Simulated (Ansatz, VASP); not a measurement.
## One calculation of LiMgBN2, two programs

```
Mg N B Li
1.0
    -1.90966    1.90966    4.44352
     1.90966   -1.90966    4.44352
     1.90966    1.90966   -4.44352
Mg N B Li
1 2 1 1
Direct
  0.75000 0.25000 0.50000
  0.34874 0.34874 0.00000
  0.65126 0.65126 0.00000
  0.50000 0.50000 0.00000
  0.25000 0.75000 0.50000
```

Alike in both runs: task single point; functional PBE; k mesh 10 × 10 × 10; occupations fermi-dirac, width 0.05 eV; no spin polarisation.

|  | VASP | Ansatz |
| --- | --- | --- |
| version | VASP 6.6.1 | Ansatz 0.2.0 |
| potentials or method | VASP PAW PBE potentials, release 64 (Mg, N, B, Li_sv) | Ansatz PAW |
| plane-wave cutoff (eV) | 520 | 420 |
| valence electrons in the cell | 18 | 26 |

VASP gave:

- gap on the k mesh at the Fermi level (eV): 2.60
- least direct gap on the mesh (eV): 3.54
- rms of the force components (eV/Å): 0.021

Question: Which values does Ansatz return?

Answer: gap on the k mesh at the Fermi level (eV): 2.60; least direct gap on the mesh (eV): 3.55; rms of the force components (eV/Å): 0.021.

Atom by atom the forces differ by 0.001 eV/Å (rms over components). VASP's potentials hold 18 valence electrons a cell and Ansatz's 26, so a difference there can come from the potentials and not from the codes.

Noted on VASP's run: the cutoff is short for stress, so the pressure is rough.
